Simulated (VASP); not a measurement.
# Co (P6_3/mmc) in VASP: further runs

Aim: see how the results for Co move with the level of theory and the settings. Levels: PBE+D4, PBE+D3(BJ), BLYP. Tasks: single point.

Everything below comes from runs of VASP 6.6.1. Logs are shortened: lines on timing, memory, paths and dates and some standing lists are left out, and cuts for length are marked.

### Step 1. The cell of the first run

It takes space group P6_3/mmc (No. 194, hexagonal). The conventional cell has a = 2.475 Å, b = 2.475 Å, c = 8.006 Å, α = 90.00°, β = 90.00°, γ = 120.00°. Co (site symmetry -6m2) has 12 Co at 2.46 to 2.48 Å within 3.2 Å. Co (site symmetry -3m) has 12 Co at 2.46 to 2.48 Å within 3.2 Å.

### Step 2. Single point, PBE+D4, collinear spin, ferromagnetic start

The input, INCAR:

```
SYSTEM = Co
PREC = Accurate ; ENCUT = 520
EDIFF = 1E-7 ; ISMEAR = -1
SIGMA = 0.05 ; LREAL = .FALSE.
LASPH = .TRUE. ; NELM = 150
ALGO = Fast ; ISIF = 2
LWAVE = .FALSE. ; LCHARG = .FALSE.
ISPIN = 2 ; MAGMOM = 2 2 2 2
LORBIT = 11 ; LMAXMIX = 4
GGA = PE ; IVDW = 13
NBANDS = 30
```

The input, KPOINTS:

```
Automatic mesh
0
G
  12 12 4
  0 0 0
```

The input, POSCAR:

```
Co
1.0
    2.4754583894      0.0000000000      0.0000000000
   -1.2377291947      2.1438098512      0.0000000000
    0.0000000000      0.0000000000      8.0056398539
Co
4
Direct
    0.6666666667      0.3333333333      0.7500000000
    0.0000000000      0.0000000000      0.5000000000
    0.3333333333      0.6666666667      0.2500000000
    0.0000000000      0.0000000000      0.0000000000
```

Potentials or basis: VASP PAW PBE potentials, release 64 (Co).

On the command line:

```
$ cat potpaw_PBE.64/Co/POTCAR > POTCAR
$ mpirun -np 1 vasp_std > vasp.out
```

OUTCAR:

```text
SYSTEM = Co
   PREC = Accurate
   ENCUT = 520
   EDIFF = 1E-7
   ISMEAR = -1
   LREAL = .FALSE.
   LASPH = .TRUE.
   NELM = 150
   ISIF = 2
   ISPIN = 2
   LORBIT = 11
   GGA = PE
   IVDW = 13

 ion  position               nearest neighbor table
   1  0.667  0.333  0.750-   2 2.46   4 2.46   2 2.46   4 2.46   2 2.46   4 2.46
   2  0.000  0.000  0.500-   1 2.46   3 2.46   3 2.46   1 2.46   1 2.46   3 2.46
   3  0.333  0.667  0.250-   2 2.46   4 2.46   2 2.46   4 2.46   2 2.46   4 2.46
   4  0.000  0.000  0.000-   1 2.46   3 2.46   3 2.46   1 2.46   1 2.46   3 2.46

  LATTYP: Found a hexagonal cell.
 ALAT       =     2.4754583894
 C/A-ratio  =     3.2340029985

  Lattice vectors:

 A1 = (   2.4754583894,   0.0000000000,   0.0000000000)
 A2 = (  -1.2377291947,   2.1438098512,   0.0000000000)
 A3 = (   0.0000000000,   0.0000000000,   8.0056398539)

Analysis of symmetry for initial positions (statically):
=====================================================================
 Subroutine PRICEL returns:
 Original cell was already a primitive cell.

 Routine SETGRP: Setting up the symmetry group for a
 hexagonal supercell.

 Subroutine GETGRP returns: Found 24 space group operations
 (whereof 12 operations were pure point group operations)
 out of a pool of 24 trial point group operations.

The static configuration has the point symmetry D_3d.
 The point group associated with its full space group is D_6h.

Analysis of symmetry for dynamics (positions and initial velocities):
=====================================================================
 Subroutine PRICEL returns:
 Original cell was already a primitive cell.

 Routine SETGRP: Setting up the symmetry group for a
 hexagonal supercell.

 Subroutine GETGRP returns: Found 24 space group operations
 (whereof 12 operations were pure point group operations)
 out of a pool of 24 trial point group operations.

The dynamic configuration has the point symmetry D_3d.
 The point group associated with its full space group is D_6h.

Analysis of structural, dynamic, and magnetic symmetry:
=====================================================================
 Subroutine PRICEL returns:
 Original cell was already a primitive cell.

 Routine SETGRP: Setting up the symmetry group for a
 hexagonal supercell.

 Subroutine GETGRP returns: Found 24 space group operations
 (whereof 12 operations were pure point group operations)
 out of a pool of 24 trial point group operations.

The overall configuration has the point symmetry D_3d.
 The point group associated with its full space group is D_6h.

 Subroutine INISYM returns: Found 24 space group operations
 (whereof 12 operations are pure point group operations),
 and found     1 'primitive' translations

----------------------------------------------------------------------------------------

                                     Primitive cell

  volume of cell :      42.4852

  direct lattice vectors                    reciprocal lattice vectors
     2.475458389  0.000000000  0.000000000     0.403965586  0.233229640  0.000000000
    -1.237729195  2.143809851  0.000000000     0.000000000  0.466459280  0.000000000
     0.000000000  0.000000000  8.005639854     0.000000000  0.000000000  0.124911939

  length of vectors
     2.475458389  2.475458389  8.005639854     0.466459280  0.466459280  0.124911939

  position of ions in fractional coordinates (direct lattice)
     0.666666667  0.333333333  0.750000000
     0.000000000  0.000000000  0.500000000
     0.333333333  0.666666667  0.250000000
     0.000000000  0.000000000  0.000000000

  ion indices of the primitive-cell ions
   primitive index   ion index
                 1           1
                 2           2
                 3           3
                 4           4

----------------------------------------------------------------------------------------

 KPOINTS: Automatic mesh

Automatic generation of k-mesh.
 Grid dimensions read from file:
 generate k-points for:   12   12    4

 Generating k-lattice:

  Cartesian coordinates                     Fractional coordinates (reciprocal lattice)
     0.033663799  0.019435803  0.000000000     0.083333333  0.000000000  0.000000000
     0.000000000  0.038871607  0.000000000     0.000000000  0.083333333  0.000000000
     0.000000000  0.000000000  0.031227985     0.000000000  0.000000000  0.250000000

  Length of vectors
     0.038871607  0.038871607  0.031227985

  Shift w.r.t. Gamma in fractional coordinates (k-lattice)
     0.000000000  0.000000000  0.000000000

 Subroutine IBZKPT returns following result:
 ===========================================

 Found     57 irreducible k-points:

 Following reciprocal coordinates:
            Coordinates               Weight
  0.000000  0.000000  0.000000      1.000000
  0.083333 -0.000000  0.000000      6.000000
  0.166667 -0.000000  0.000000      6.000000
  0.250000 -0.000000  0.000000      6.000000
  0.333333  0.000000  0.000000      6.000000
  0.416667 -0.000000  0.000000      6.000000
[... 16 lines left out ...]
  0.250000 -0.000000  0.250000     12.000000
  0.333333  0.000000  0.250000     12.000000
 [... further k-points ...]
   k-points           NKPTS =     57   k-points in BZ     NKDIM =     57   number of bands    NBANDS=     30
   number of dos      NEDOS =    301   number of ions     NIONS =      4
   total plane-waves  NPLWV =  19440
   dimension x,y,z NGX =    18 NGY =   18 NGZ =   60
   dimension x,y,z NGXF=    36 NGYF=   36 NGZF=  120
   ions per type =               4
   NGX,Y,Z   is equivalent  to a cutoff of  12.09, 12.09, 12.46 a.u.
   NGXF,Y,Z  is equivalent  to a cutoff of  24.18, 24.18, 24.92 a.u.
 SYSTEM =  Co
   PREC   = accura    normal or accurate (medium, high low for compatibility)
   ISTART =      0    job   : 0-new  1-cont  2-samecut
   ICHARG =      2    charge: 1-file 2-atom 10-const
   ISPIN  =      2    spin polarized calculation?
   LNONCOLLINEAR =      F non collinear calculations
   LSORBIT =      F    spin-orbit coupling
   LASPH  =      T    aspherical Exc in radial PAW
   ENCUT  =  520.0 eV  38.22 Ry    6.18 a.u.   4.60  4.60 14.89*2*pi/ulx,y,z
   NELM   =    150;   NELMIN=  2; NELMDL= -5     # of ELM steps
   EDIFF  = 0.1E-06   stopping-criterion for ELM
   LREAL  =      F    real-space projection
   EDIFFG = 0.1E-05   stopping-criterion for IOM
   NSW    =      0    number of steps for IOM
   IBRION =     -1    ionic relax: 0-MD 1-quasi-New 2-CG
   NFREE  =      0    steps in history (QN), initial steepest desc. (CG)
   ISIF   =      2    stress and relaxation
   ISYM   =      2    0-nonsym 1-usesym 2-fastsym
   POTIM  = 0.5000    time-step for ionic-motion
   TEBEG  =    0.0;   TEEND  =   0.0 temperature during run
   PSTRESS=    0.0 pullay stress
   NELECT =      36.0000    total number of electrons
   NUPDOWN=      -1.0000    fix difference up-down
   EMIN   =  10.00;   EMAX   =-10.00  energy-range for DOS
   EFERMI =   0.00;   METHOD = LEGACY
   ISMEAR =    -1;   SIGMA  =   0.05  broadening in eV -4-tet -1-fermi 0-gaus
   EFERMI_NEDOS =   21; number of points for ismear=-14 and -15
   IALGO  =     68    algorithm
   IMIX   =      4    mixing-type and parameters
     AMIX     =   0.40;   BMIX     =  1.00
     AMIX_MAG =   1.60;   BMIX_MAG =  1.00
  volume/ion in A,a.u.               =      10.62        71.68
  Fermi-wavevector in a.u.,A,eV,Ry     =   1.549160  2.927488 32.652588  2.399898
  Thomas-Fermi vector in A             =   2.654007
   LORBIT       =     11    0 simple, 1 ext, 2 COOP (PROOUT), +10 PAW based schemes
   GGA     = PE    functional components
   LHFCALC =     F    Hartree Fock is set to
   AEXX    =    0.0000 exact exchange contribution
   IVDW    =    13    specifies the selected vdW correction
   LEPSILON=     F    determine dielectric tensor
   LRPA    =     F    only Hartree local field effects (RPA)
 spin polarized calculation
 RMM-DIIS sequential band-by-band and
  energy-cutoff  :      520.00
  volume of cell :       42.49
 maximum number of plane-waves:      1166
   NGX =  9   NGY =  9   NGZ = 29

 number of electron      35.9999978 magnetization       6.5453424

 Free energy of the ion-electron system (eV)
  ---------------------------------------------------
  ext. energy  EPLUGINS =         0.00000000
  ---------------------------------------------------
  free energy    TOTEN  =       -28.11516468 eV

  energy without entropy =      -28.08227939  energy(sigma->0) =      -28.09872204

 E-fermi :  10.6171     XC(G=0): -13.5302

 val. band max:       10.6151588104   @ k =   0.4167   0.0833   0.2500
 cond. band min:      10.6196043079   @ k =   0.0833   0.0833   0.2500
 fundamental gap:      0.0044454974
 Fermi energy:        10.6170666434

 spin component 1

 k-point     1 :       0.0000    0.0000    0.0000
  band No.  band energies     occupation
      1       1.5172      1.00000
      2       3.7763      1.00000
      3       3.8049      1.00000
      4       5.3322      1.00000
      5       7.5740      1.00000
      6       7.6074      1.00000
[... 22 lines left out ...]
     29      33.1168      0.00000
     30      34.0435      0.00000

 k-point     2 :       0.0833   -0.0000    0.0000
  band No.  band energies     occupation
      1       1.7644      1.00000
      2       3.9866      1.00000
      3       4.0147      1.00000
      4       5.4855      1.00000
      5       7.3996      1.00000
      6       7.4996      1.00000
[... 22 lines left out ...]
     29      32.1214      0.00000
     30      32.2150      0.00000

 k-point     3 :       0.1667   -0.0000    0.0000
  band No.  band energies     occupation
      1       2.4787      1.00000
      2       4.5488      1.00000
      3       4.5754      1.00000
      4       5.8713      1.00000
      5       7.1093      1.00000
      6       7.2717      1.00000
[... 682 lines left out ...]
     29      26.6917      0.00000
     30      28.9870      0.00000

 k-point    24 :       0.3333    0.0000    0.2500
  band No.  band energies     occupation
      1       4.7770      1.00000
      2       5.1840      1.00000
      3       5.7172      1.00000
      4       6.1649      1.00000
      5       6.4585      1.00000
      6       6.5854      1.00000
[... 22 lines left out ...]
     29      25.6682      0.00000
     30      26.3364      0.00000

 [... further k-points ...]

 spin component 2

 k-point     1 :       0.0000    0.0000    0.0000
  band No.  band energies     occupation
      1       1.5363      1.00000
      2       3.8820      1.00000
      3       3.8867      1.00000
      4       6.2737      1.00000
      5       8.9239      1.00000
      6       8.9885      1.00000
[... 22 lines left out ...]
     29      32.8366      0.00000
     30      33.7923      0.00000

 k-point     2 :       0.0833   -0.0000    0.0000
  band No.  band energies     occupation
      1       1.7844      1.00000
      2       4.0978      1.00000
      3       4.1024      1.00000
      4       6.4467      1.00000
      5       8.7793      1.00000
      6       8.9209      1.00000
[... 22 lines left out ...]
     29      32.0485      0.00000
     30      32.2178      0.00000

 k-point     3 :       0.1667   -0.0000    0.0000
  band No.  band energies     occupation
      1       2.5060      1.00000
      2       4.6986      1.00000
      3       4.7027      1.00000
      4       6.8963      1.00000
      5       8.4968      1.00000
      6       8.6786      1.00000
[... 682 lines left out ...]
     29      27.0789      0.00000
     30      29.2843      0.00000

 k-point    24 :       0.3333    0.0000    0.2500
  band No.  band energies     occupation
      1       5.0371      1.00000
      2       5.6979      1.00000
      3       6.6322      1.00000
      4       7.3424      1.00000
      5       7.6600      1.00000
      6       7.8969      1.00000
[... 22 lines left out ...]
     29      26.0403      0.00000
     30      26.7468      0.00000

 [... further k-points ...]

------------------------ aborting loop because EDIFF is reached ----------------------------------------

  DFT-D4 for vdW energy calculation

  Edisp (eV):   -1.74663

  FORCE on cell =-STRESS in cart. coord.  units (eV):
  Direction    XX          YY          ZZ          XY          YZ          ZX
  --------------------------------------------------------------------------------------
  -------------------------------------------------------------------------------------
  Total      -0.23814    -0.23814    -0.26001     0.00000    -0.00000     0.00000
  in kB      -8.98044    -8.98044    -9.80525     0.00000    -0.00000     0.00000
  external pressure =       -9.26 kB  Pullay stress =        0.00 kB

 VOLUME and BASIS-vectors are now :
 -----------------------------------------------------------------------------
  energy-cutoff  :      520.00
  volume of cell :       42.49
      direct lattice vectors                 reciprocal lattice vectors
     2.475458389  0.000000000  0.000000000     0.403965586  0.233229640  0.000000000
    -1.237729195  2.143809851  0.000000000     0.000000000  0.466459280  0.000000000
     0.000000000  0.000000000  8.005639854     0.000000000  0.000000000  0.124911939

 POSITION                                       TOTAL-FORCE (eV/Angst)
 -----------------------------------------------------------------------------------
      1.23773      0.71460      6.00423        -0.000000      0.000000     -0.000000
      0.00000      0.00000      4.00282        -0.000000      0.000000      0.000000
     -0.00000      1.42921      2.00141         0.000000     -0.000000      0.000000
      0.00000      0.00000      0.00000        -0.000000      0.000000      0.000000
 -----------------------------------------------------------------------------------
    total drift:                                0.000000     -0.000000      0.000000

  FREE ENERGIE OF THE ION-ELECTRON SYSTEM (eV)
  ---------------------------------------------------
  free  energy   TOTEN  =       -29.8617975565 eV

  energy  without entropy=      -29.8289122647  energy(sigma->0) =      -29.84535491

 total charge

# of ion       s       p       d       tot
------------------------------------------
    1        0.499   0.544   7.268   8.312
    2        0.500   0.540   7.277   8.317
    3        0.499   0.544   7.268   8.312
    4        0.500   0.540   7.277   8.317
--------------------------------------------------
tot          1.999   2.169  29.090  33.258

 magnetization (x)

# of ion       s       p       d       tot
------------------------------------------
    1       -0.013  -0.051   1.724   1.659
    2       -0.013  -0.049   1.702   1.640
    3       -0.013  -0.051   1.724   1.659
    4       -0.013  -0.049   1.702   1.640
--------------------------------------------------
tot         -0.053  -0.200   6.852   6.599
```

Run time: 7.3 min. Hardware: 1 thread of AMD EPYC 7R13, shared host; peak memory 0.2 GiB.

Results:

```yaml
Free_energy: -29.8618 eV
Pressure: -0.9 GPa
Net_moment: 6.55 μB per cell
Site_moments: Co +1.66, +1.64 (each value once) μB
Valence_electrons_inside_the_program's_atomic_spheres: Co 8.31, 8.32 (each value once)
Dispersion_energy_per_atom: -0.437 eV
```

Stress tensor (GPa, compression positive):
```
-0.90  0.00  0.00
 0.00 -0.90  0.00
 0.00  0.00 -0.98
```

(Part 1 of 2 ends here.)
